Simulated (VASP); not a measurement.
Here is a VASP 6.6.1 calculation.

The input INCAR:

```
SYSTEM = AlN
  ALGO = Normal
  EDIFF = 1E-8
  ENCUT = 520
  GGA = PE
  ISIF = 2
  ISMEAR = -1
  LASPH = .TRUE.
  LCHARG = .FALSE.
  LEFG = .TRUE.
  LREAL = .FALSE.
  LWAVE = .FALSE.
  NBANDS = 16
  NELM = 60
  PREC = Accurate
  SIGMA = 0.02
```

KPOINTS

```
k-points
0
G
  11 11 6
  0 0 0
```

POSCAR

```
AlN
1.0
    3.1130000000      0.0000000000      0.0000000000
   -1.5565000000      2.6959370820      0.0000000000
    0.0000000000      0.0000000000      4.9810000000
Al N
2 2
Direct
    0.3333333333      0.6666666667      0.0000000000
    0.6666666667      0.3333333333      0.5000000000
    0.3333333333      0.6666666667      0.3800000000
    0.6666666667      0.3333333333      0.8800000000
```

Potentials or basis: VASP PAW PBE potentials, release 64 (Al, N).

Run with:

```bash
$ cat potpaw_PBE.64/Al/POTCAR potpaw_PBE.64/N/POTCAR > POTCAR
$ mpirun -np 1 vasp_std > vasp.out
```

Task: What does it give for the pressure?

Result: 3.5 GPa.

Task: Estimate the largest force.

Result: 0.129 eV/Å.

Forces in eV/Å, atoms in the order of the input:
```
Al   0.000  0.000 -0.129
Al   0.000  0.000 -0.129
N    0.000  0.000  0.129
N    0.000  0.000  0.129
```

Caveat: without QUAD_EFG the Cq values of the log hold for a quadrupole moment of 1 mb, not for the nuclei.
